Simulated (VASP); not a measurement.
# AlN (l.bB) (F-43m) in VASP: single point with LDA

Aim: the single point of AlN (l.bB) with LDA.

All numbers are computed with VASP 6.6.1; they aren't measurements. Logs are shortened: lines on timing, memory, paths and dates and some standing lists are left out, and cuts for length are marked.

**1. The cell of the first run**

It takes space group F-43m (No. 216, cubic). Conventional cell: a = 4.342 Å, b = 4.342 Å, c = 4.342 Å, α = 90.00°, β = 90.00°, γ = 90.00°. Al (site symmetry -43m) has 4 N at 1.88 Å within 2.5 Å. N (site symmetry -43m) has 4 Al at 1.88 Å within 2.5 Å.

**2. Single point, LDA**

Input file INCAR:

```
PREC = Accurate ; ENCUT = 600
EDIFF = 1E-6 ; ISMEAR = 0
SIGMA = 0.02 ; LREAL = F
LASPH = T ; NELM = 120
ALGO = Normal ; ISIF = 2
LWAVE = F ; LCHARG = T
LELF = T ; LVHAR = T
NBANDS = 11 ; GGA_COMPAT = F
```

Input file KPOINTS:

```
regular mesh
0
Gamma
  10 10 10
```

Input file POSCAR:

```
AlN
1.0
    0.0000000000      2.1710498789      2.1710498789
    2.1710498789      0.0000000000      2.1710498789
    2.1710498789      2.1710498789      0.0000000000
Al N
1 1
Direct
    0.0000000000      0.0000000000      0.0000000000
    0.2500000000      0.2500000000      0.2500000000
```

Potentials or basis: VASP PAW LDA potentials, release 64 (Al, N).

Started as:

```sh
> cat potpaw_LDA.64/Al/POTCAR potpaw_LDA.64/N/POTCAR > POTCAR
> mpirun -np 1 vasp_std > vasp.out
```

OUTCAR:

```text
PREC = Accurate
   ENCUT = 600
   EDIFF = 1E-6
   ISMEAR = 0
   LREAL = F
   LASPH = T
   NELM = 120
   ISIF = 2

 ion  position               nearest neighbor table
   1  0.000  0.000  0.000-   2 1.88   2 1.88   2 1.88   2 1.88
   2  0.250  0.250  0.250-   1 1.88   1 1.88   1 1.88   1 1.88

  LATTYP: Found a face centered cubic cell.
 ALAT       =     4.3420997578

  Lattice vectors:

 A1 = (   0.0000000000,   2.1710498789,   2.1710498789)
 A2 = (   2.1710498789,   0.0000000000,   2.1710498789)
 A3 = (   2.1710498789,   2.1710498789,   0.0000000000)

Analysis of symmetry for initial positions (statically):
=====================================================================
 Subroutine PRICEL returns:
 Original cell was already a primitive cell.

 Routine SETGRP: Setting up the symmetry group for a
 face centered cubic supercell.

 Subroutine GETGRP returns: Found 24 space group operations
 (whereof 24 operations were pure point group operations)
 out of a pool of 48 trial point group operations.

The static configuration has the point symmetry T_d .

Analysis of symmetry for dynamics (positions and initial velocities):
=====================================================================
 Subroutine PRICEL returns:
 Original cell was already a primitive cell.

 Routine SETGRP: Setting up the symmetry group for a
 face centered cubic supercell.

 Subroutine GETGRP returns: Found 24 space group operations
 (whereof 24 operations were pure point group operations)
 out of a pool of 48 trial point group operations.

The dynamic configuration has the point symmetry T_d .

 Subroutine INISYM returns: Found 24 space group operations
 (whereof 24 operations are pure point group operations),
 and found     1 'primitive' translations

----------------------------------------------------------------------------------------

                                     Primitive cell

  volume of cell :      20.4663

  direct lattice vectors                    reciprocal lattice vectors
     0.000000000  2.171049879  2.171049879    -0.230303322  0.230303322  0.230303322
     2.171049879  0.000000000  2.171049879     0.230303322 -0.230303322  0.230303322
     2.171049879  2.171049879  0.000000000     0.230303322  0.230303322 -0.230303322

  length of vectors
     3.070328183  3.070328183  3.070328183     0.398897055  0.398897055  0.398897055

  position of ions in fractional coordinates (direct lattice)
     0.000000000  0.000000000  0.000000000
     0.250000000  0.250000000  0.250000000

  ion indices of the primitive-cell ions
   primitive index   ion index
                 1           1
                 2           2

----------------------------------------------------------------------------------------

 KPOINTS: regular mesh

Automatic generation of k-mesh.
 Grid dimensions read from file:
 generate k-points for:   10   10   10

 Generating k-lattice:

  Cartesian coordinates                     Fractional coordinates (reciprocal lattice)
    -0.023030332  0.023030332  0.023030332     0.100000000  0.000000000  0.000000000
     0.023030332 -0.023030332  0.023030332     0.000000000  0.100000000  0.000000000
     0.023030332  0.023030332 -0.023030332     0.000000000  0.000000000  0.100000000

  Length of vectors
     0.039889706  0.039889706  0.039889706

  Shift w.r.t. Gamma in fractional coordinates (k-lattice)
     0.000000000  0.000000000  0.000000000

 Subroutine IBZKPT returns following result:
 ===========================================

 Found     47 irreducible k-points:

 Following reciprocal coordinates:
            Coordinates               Weight
  0.000000  0.000000  0.000000      1.000000
  0.100000  0.000000  0.000000      8.000000
  0.200000  0.000000  0.000000      8.000000
  0.300000  0.000000  0.000000      8.000000
  0.400000  0.000000  0.000000      8.000000
  0.500000  0.000000  0.000000      4.000000
[... 16 lines left out ...]
  0.300000  0.300000  0.000000      6.000000
  0.400000  0.300000  0.000000     24.000000
 [... further k-points ...]
   k-points           NKPTS =     47   k-points in BZ     NKDIM =     47   number of bands    NBANDS=     11
   number of dos      NEDOS =    301   number of ions     NIONS =      2
   total plane-waves  NPLWV =  21952
   dimension x,y,z NGX =    28 NGY =   28 NGZ =   28
   dimension x,y,z NGXF=    56 NGYF=   56 NGZF=   56
   ions per type =               1   1
   NGX,Y,Z   is equivalent  to a cutoff of  15.16, 15.16, 15.16 a.u.
   NGXF,Y,Z  is equivalent  to a cutoff of  30.32, 30.32, 30.32 a.u.
 SYSTEM =  unknown system
   PREC   = accura    normal or accurate (medium, high low for compatibility)
   ISTART =      0    job   : 0-new  1-cont  2-samecut
   ICHARG =      2    charge: 1-file 2-atom 10-const
   ISPIN  =      1    spin polarized calculation?
   LNONCOLLINEAR =      F non collinear calculations
   LSORBIT =      F    spin-orbit coupling
   LASPH  =      T    aspherical Exc in radial PAW
   ENCUT  =  600.0 eV  44.10 Ry    6.64 a.u.   6.13  6.13  6.13*2*pi/ulx,y,z
   NELM   =    120;   NELMIN=  2; NELMDL= -5     # of ELM steps
   EDIFF  = 0.1E-05   stopping-criterion for ELM
   LREAL  =      F    real-space projection
   EDIFFG = 0.1E-04   stopping-criterion for IOM
   NSW    =      0    number of steps for IOM
   IBRION =     -1    ionic relax: 0-MD 1-quasi-New 2-CG
   NFREE  =      0    steps in history (QN), initial steepest desc. (CG)
   ISIF   =      2    stress and relaxation
   ISYM   =      2    0-nonsym 1-usesym 2-fastsym
   POTIM  = 0.5000    time-step for ionic-motion
   TEBEG  =    0.0;   TEEND  =   0.0 temperature during run
   PSTRESS=    0.0 pullay stress
   NELECT =       8.0000    total number of electrons
   NUPDOWN=      -1.0000    fix difference up-down
   EMIN   =  10.00;   EMAX   =-10.00  energy-range for DOS
   EFERMI =   0.00;   METHOD = LEGACY
   ISMEAR =     0;   SIGMA  =   0.02  broadening in eV -4-tet -1-fermi 0-gaus
   EFERMI_NEDOS =   21; number of points for ismear=-14 and -15
   IALGO  =     38    algorithm
   IMIX   =      4    mixing-type and parameters
     AMIX     =   0.40;   BMIX     =  1.00
     AMIX_MAG =   1.60;   BMIX_MAG =  1.00
  volume/ion in A,a.u.               =      10.23        69.06
  Fermi-wavevector in a.u.,A,eV,Ry     =   1.196993  2.261989 19.494329  1.432793
  Thomas-Fermi vector in A             =   2.332919
   LORBIT       =      0    0 simple, 1 ext, 2 COOP (PROOUT), +10 PAW based schemes
   GGA     = CA    functional components
   LHFCALC =     F    Hartree Fock is set to
   AEXX    =    0.0000 exact exchange contribution
   IVDW    =     0    specifies the selected vdW correction
   LEPSILON=     F    determine dielectric tensor
   LRPA    =     F    only Hartree local field effects (RPA)
 non-spin polarized calculation
 Gauss-broadening in eV      SIGMA  =   0.02
  energy-cutoff  :      600.00
  volume of cell :       20.47
 maximum number of plane-waves:       701
 NGX is ok and might be reduce to    28
   NGX = 13   NGY = 13   NGZ = 13

 number of electron       8.0000000 magnetization

 Free energy of the ion-electron system (eV)
  ---------------------------------------------------
  ext. energy  EPLUGINS =         0.00000000
  ---------------------------------------------------
  free energy    TOTEN  =       -16.37602202 eV

  energy without entropy =      -16.37602202  energy(sigma->0) =      -16.37602202

 E-fermi :   5.9620     XC(G=0): -11.3442

 val. band max:        5.8777920028   @ k =   0.0000   0.0000   0.0000
 cond. band min:       9.1087258253   @ k =   0.5000   0.5000   0.0000
 fundamental gap:      3.2309338225
 Fermi energy:         5.9619720283

 k-point     1 :       0.0000    0.0000    0.0000
  band No.  band energies     occupation
      1      -9.0505      2.00000
      2       5.8778      2.00000
      3       5.8778      2.00000
      4       5.8778      2.00000
      5      10.2724      0.00000
      6      18.3872      0.00000
      7      18.3872      0.00000
      8      18.3872      0.00000
      9      23.5430      0.00000
     10      23.5430      0.00000
     11      24.9623      0.00000

 k-point     2 :       0.1000    0.0000    0.0000
  band No.  band energies     occupation
      1      -8.8977      2.00000
      2       5.0717      2.00000
      3       5.8254      2.00000
      4       5.8254      2.00000
      5      10.9111      0.00000
      6      18.0053      0.00000
      7      18.5223      0.00000
      8      18.5223      0.00000
      9      22.2764      0.00000
     10      22.2764      0.00000
     11      24.1612      0.00000

 k-point     3 :       0.2000    0.0000    0.0000
  band No.  band energies     occupation
      1      -8.4618      2.00000
      2       3.4499      2.00000
      3       5.6946      2.00000
      4       5.6946      2.00000
      5      12.0016      0.00000
      6      17.2217      0.00000
      7      18.4491      0.00000
      8      18.4491      0.00000
      9      21.7407      0.00000
     10      21.7407      0.00000
     11      23.2992      0.00000

 k-point     4 :       0.3000    0.0000    0.0000
  band No.  band energies     occupation
      1      -7.8233      2.00000
      2       1.7636      2.00000
      3       5.5448      2.00000
      4       5.5448      2.00000
      5      12.8036      0.00000
      6      16.4853      0.00000
      7      17.7782      0.00000
      8      17.7782      0.00000
      9      22.8066      0.00000
     10      22.8066      0.00000
     11      23.1197      0.00000

 k-point     5 :       0.4000    0.0000    0.0000
  band No.  band energies     occupation
      1      -7.1751      2.00000
      2       0.4291      2.00000
      3       5.4320      2.00000
      4       5.4320      2.00000
      5      13.1974      0.00000
      6      15.9628      0.00000
      7      17.1731      0.00000
      8      17.1731      0.00000
      9      23.5390      0.00000
     10      24.6386      0.00000
     11      24.6386      0.00000
[... 211 lines left out ...]
 k-point    21 :      -0.3000    0.2000    0.0000
  band No.  band energies     occupation
      1      -7.0134      2.00000
      2       1.1972      2.00000
      3       3.6323      2.00000
      4       5.3503      2.00000
      5      13.7484      0.00000
      6      14.9778      0.00000
      7      17.6623      0.00000
      8      18.1298      0.00000
      9      22.2372      0.00000
     10      24.5506      0.00000
     11      27.2282      0.00000

 k-point    22 :      -0.2000    0.2000    0.0000
  band No.  band energies     occupation
      1      -7.6136      2.00000
      2       2.0818      2.00000
      3       4.1437      2.00000
      4       5.6213      2.00000
      5      13.5205      0.00000
      6      15.8152      0.00000
      7      17.2572      0.00000
      8      18.3194      0.00000
      9      20.8092      0.00000
     10      24.2710      0.00000
     11      27.2629      0.00000

 k-point    23 :       0.3000    0.3000    0.0000
  band No.  band energies     occupation
      1      -7.4275      2.00000
      2       2.3386      2.00000
      3       4.6102      2.00000
      4       4.6102      2.00000
      5      11.1811      0.00000
      6      15.4976      0.00000
      7      17.8132      0.00000
      8      20.3537      0.00000
      9      20.3537      0.00000
     10      26.2545      0.00000
     11      29.8039      0.00000

 k-point    24 :       0.4000    0.3000    0.0000
  band No.  band energies     occupation
      1      -6.9325      2.00000
      2       1.6747      2.00000
      3       4.1354      2.00000
      4       4.4438      2.00000
      5      10.7406      0.00000
      6      15.3313      0.00000
      7      18.1888      0.00000
      8      20.4387      0.00000
      9      20.9546      0.00000
     10      27.1718      0.00000
     11      29.5840      0.00000

 [... further k-points ...]
[... 5 lines left out ...]
  --------------------------------------------------------------------------------------
  -------------------------------------------------------------------------------------
  Total        0.0728027      0.0728027      0.0728027      0.0000000      0.0000000      0.0000000
  in kB        5.6992637      5.6992637      5.6992637      0.0000000      0.0000000      0.0000000
  external PRESSURE =       5.6992637 kB  Pullay stress =       0.0000000 kB

 VOLUME and BASIS-vectors are now :
 -----------------------------------------------------------------------------
  energy-cutoff  :      600.00
  volume of cell :       20.47
      direct lattice vectors                 reciprocal lattice vectors
     0.000000000  2.171049879  2.171049879    -0.230303322  0.230303322  0.230303322
     2.171049879  0.000000000  2.171049879     0.230303322 -0.230303322  0.230303322
     2.171049879  2.171049879  0.000000000     0.230303322  0.230303322 -0.230303322

 POSITION                                       TOTAL-FORCE (eV/Angst)
 -----------------------------------------------------------------------------------
      0.00000      0.00000      0.00000         0.000000      0.000000      0.000000
      1.08552      1.08552      1.08552        -0.000000     -0.000000     -0.000000
 -----------------------------------------------------------------------------------
    total drift:                               -0.000000     -0.000000     -0.000000

  FREE ENERGIE OF THE ION-ELECTRON SYSTEM (eV)
  ---------------------------------------------------
  free  energy   TOTEN  =       -16.3760220218 eV

  energy  without entropy=      -16.3760220218  energy(sigma->0) =      -16.37602202
```

It took 8.7 s on 1 thread of AMD EPYC 9R45 (Zen 5), shared host; peak memory 0.11 GiB.

Results:

```
Free energy            : -16.3760 eV
Pressure               : 0.6 GPa
Band gap on the k mesh : 3.23 eV, indirect (least direct gap 4.39 eV)
```

A k mesh can miss the band edges. As with any semilocal functional, this LDA gap is likely too small.
